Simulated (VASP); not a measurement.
Here is a VASP 6.6.1 calculation.

The input INCAR:

```
ALGO = Normal
EDIFF = 1E-6
ENCUT = 520
GGA = PS
ISIF = 2
ISMEAR = 0
LASPH = True
LCHARG = True
LELF = True
LREAL = False
LVHAR = True
LWAVE = False
NBANDS = 8
NELM = 100
PREC = Accurate
SIGMA = 0.15
```

KPOINTS

```
k-points
0
Gamma
  16 16 16
```

POSCAR

```
Sb
1.0
    3.1600000000      0.0000000000      0.0000000000
    0.0000000000      2.9704000000      0.0000000000
    0.0000000000      0.0000000000      3.1600000000
Sb
1
Direct
    0.0000000000      0.0000000000      0.0000000000
```

Potentials or basis: VASP PAW PBE potentials, release 64 (Sb).

The run is started by

```bash
$ cat potpaw_PBE.64/Sb/POTCAR > POTCAR
$ mpirun -np 1 vasp_std > vasp.out
```

What does it give for the pressure?

-1.4 GPa.

Stress tensor (GPa, compression positive):
```
-3.82  0.00  0.00
 0.00  3.31  0.00
 0.00  0.00 -3.82
```

Caveat: the cell differs from its parent crystal (strain -0.0600 x Voigt [0, 1, 0, 0, 0, 0]); the PAW data sets were made with another functional, which shifts forces and pressure a little.
